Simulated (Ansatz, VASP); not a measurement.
MgI2: VASP beside Ansatz

The input POSCAR:

```
MgI2
1.0
    0.0000000000      3.8492380311      3.7564916799
    3.8492380311      0.0000000000      3.7564916799
    3.8492380311      3.8492380311      0.0000000000
Mg I
1 2
Direct
    0.0000000000      0.0000000000      0.0000000000
    0.2500000000      0.2500000000      0.2500000000
    0.7500000000      0.7500000000      0.7500000000
```

INCAR.step1

```
ALGO = Normal ; EDIFF = 1E-4
ENCUT = 520 ; GGA = PE
ISMEAR = 0 ; LASPH = True
LCHARG = False ; LREAL = False
LWAVE = True ; NBANDS = 15
NELM = 100 ; PREC = Accurate
SIGMA = 0.01
```

INCAR.step2

```
ALGO = Normal ; EDIFF = 1E-7
ENCUT = 520 ; ISIF = 2
ISMEAR = 0 ; ISTART = 1
LASPH = True ; LCHARG = False
LMIXTAU = True ; LREAL = False
LWAVE = False ; METAGGA = R2SCAN
NBANDS = 15 ; NELM = 100
PREC = Accurate ; SIGMA = 0.01
```

KPOINTS

```
k-points
0
Gamma
  6 6 6
```

Input for Ansatz:

```yaml
crystal:
  lattice:
    - [0.0, 3.8492380311, 3.7564916799]
    - [3.8492380311, 0.0, 3.7564916799]
    - [3.8492380311, 3.8492380311, 0.0]
  atoms:
    - { symbol: Mg, position: [0.0, 0.0, 0.0] }
    - { symbol: I, position: [0.25, 0.25, 0.25] }
    - { symbol: I, position: [0.75, 0.75, 0.75] }
kpoints:
  mp_grid: { grid: [6, 6, 6] }
  band_path:
    path:
      - [0.0, 0.0, 0.0]
      - [0.5, 0.0, 0.5]
      - [0.625, 0.25, 0.625]
      - [0.375, 0.375, 0.75]
      - [0.5, 0.5, 0.5]
      - [0.5, 0.25, 0.75]
    npoints: 1
hamiltonian:
  xc: r2scan
scf:
  occupations: { method: fixed }
  n_extra_bands: 4
output:
  forces: true
  stress: true
  eigenvalues: true
```

Change from the starting cell: epitaxial_xy strain +2.5%.

Alike in both runs: task single point; functional r2SCAN; k mesh 6 × 6 × 6; no spin polarisation.

|  | VASP | Ansatz |
| --- | --- | --- |
| version | VASP 6.6.1 | Ansatz 0.2.0 |
| potentials or method | VASP PAW PBE potentials, release 64 (Mg, I) | plane waves, PAW |
| plane-wave cutoff (eV) | 520 | 500 |
| occupations | gaussian, width 0.01 eV | fixed |
| valence electrons in the cell | 16 | 44 |

```csv
,VASP,Ansatz,Ansatz less VASP
gap on the k mesh at the Fermi level (eV),1.04,1.09,+0.046
pressure (GPa),-1.4,-1.4,+0.08
"traceless stress, the component that is largest in VASP (GPa)",1.36,1.36,-0.003
```

VASP's potentials were made for PBE, not for r2SCAN. VASP's potentials hold 16 valence electrons a cell and Ansatz's 44, so a difference there can come from the potentials and not from the codes.

Spin-orbit coupling is off throughout.
